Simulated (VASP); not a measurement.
**CdS (Hawleyite): single point with LDA**

The system is CdS (Hawleyite).

```xyz
2
Lattice="2.8514 2.8514 0.0000 -2.8514 2.8514 0.0000 0.0000 2.8514 2.8514" Properties=species:S:1:pos:R:3 pbc="T T T"
Cd    0.0000    0.0000    0.0000
S     1.4257    4.2771    1.4257
```

```yaml
Program: VASP 6.6.1
Task: single point
Functional: LDA
Potentials_or_basis: VASP PAW LDA potentials, release 64 (Cd, S)
Cutoff: 520 eV
k_mesh: 8 × 8 × 8
Occupations: gaussian, width 0.01 eV
Spin: no spin polarisation
Dipole_correction: no
Further_INCAR_settings: ALGO = Normal; EDIFF = 1e-06; NBANDS = 16
```

| Property | Result |
| --- | --- |
| Pressure | 2.7 GPa |
| Band gap on the k mesh | 1.04 eV, direct |

Levels at points of the mesh, in eV from the valence-band top:
| k point | band 6 | band 7 | band 8 | band 9 | band 10 | band 11 | band 12 | band 13 |
| --- | --- | --- | --- | --- | --- | --- | --- | --- |
| (0.00, 0.00, 0.00) | -7.48 | 0.00 | 0.00 | 0.00 | 1.04 | 6.34 | 6.34 | 6.34 |
| (0.50, 0.00, 0.00) | -7.03 | -4.95 | -0.87 | -0.87 | 2.88 | 6.84 | 6.84 | 7.42 |
| (0.50, 0.50, 0.00) | -6.96 | -4.36 | -2.18 | -2.18 | 3.19 | 4.23 | 9.26 | 10.95 |

It took 40 s on 1 thread of Intel Xeon 8259CL, with other jobs on the host, peak memory 0.16 GiB.

LDA gaps usually lie below the measured ones, often by a third to a half.
